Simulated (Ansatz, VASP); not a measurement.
**CdS in VASP and in Ansatz**

The input INCAR:

```
SYSTEM = CdS
ALGO = Normal
EDIFF = 1E-6
ENCUT = 520
GGA = PS
ISIF = 2
ISMEAR = -1
LASPH = .TRUE.
LCHARG = .FALSE.
LREAL = .FALSE.
LWAVE = .FALSE.
NBANDS = 26
NELM = 100
PREC = Accurate
SIGMA = 0.01
```

Contents of KPOINTS:

```
k-points
0
G
  7 7 4
  0 0 0
```

Contents of POSCAR:

```
CdS
1.0
    4.1485361787      0.0000000000      0.0000000000
   -2.0742680894      3.5927377193      0.0000000000
    0.0000000000      0.0000000000      6.7714220916
Cd S
2 2
Direct
    0.3333333333      0.6666666667      0.0000000000
    0.6666666667      0.3333333333      0.5000000000
    0.3333333333      0.6666666667      0.3850000000
    0.6666666667      0.3333333333      0.8850000000
```

Input for Ansatz:

```yaml
crystal:
  lattice:
    - [4.1485361787, 0.0, 0.0]
    - [-2.0742680894, 3.5927377193, 0.0]
    - [0.0, 0.0, 6.7714220916]
  atoms:
    - { symbol: Cd, position: [0.3333333333, 0.6666666667, 0.0] }
    - { symbol: Cd, position: [0.6666666667, 0.3333333333, 0.5] }
    - { symbol: S, position: [0.3333333333, 0.6666666667, 0.385] }
    - { symbol: S, position: [0.6666666667, 0.3333333333, 0.885] }
kpoints:
  mp_grid: { grid: [7, 7, 4] }
  band_path:
    path:
      - [0.0, 0.0, 0.0]
      - [0.5, 0.0, 0.0]
      - [0.3333333333, 0.3333333333, 0.0]
      - [0.0, 0.0, 0.0]
      - [0.0, 0.0, 0.5]
      - [0.5, 0.0, 0.5]
      - [0.3333333333, 0.3333333333, 0.5]
      - [0.0, 0.0, 0.5]
      - [0.5, 0.0, 0.5]
    npoints: 5
scf:
  occupations: { method: fermi_dirac, width: 0.01 }
hamiltonian:
  xc: pbesol
  pseudopotentials: { kind: all_electron, lapw: { basis_error: 0.001 } }
output:
  forces: true
  stress: true
  eigenvalues: true
```

Change from the starting cell: volume scaled by 1.01.

Alike in both runs: task single point; functional PBEsol; k mesh 7 × 7 × 4; occupations fermi-dirac, width 0.01 eV; no spin polarisation.

|  | VASP | Ansatz |
| --- | --- | --- |
| version | VASP 6.6.1 | Ansatz 0.2.0 |
| potentials or method | VASP PAW PBE potentials, release 64 (Cd, S), cutoff 520 eV | all-electron LAPW, scalar-relativistic |

```tsv
	VASP	Ansatz	Ansatz less VASP
gap on the k mesh at the Fermi level (eV)	1.07	1.07	-0.003
pressure (GPa)	-0.8	-1.1	-0.34
traceless stress, the component that is largest in VASP (GPa)	-1.33	-1.27	+0.052
rms of the force components (eV/Å)	0.141	0.137	-0.0047
```

VASP's potentials were made for PBE, not for PBEsol. Atom by atom the forces differ by 0.005 eV/Å (rms over components). Ansatz ran all-electron here, and VASP with PAW potentials.
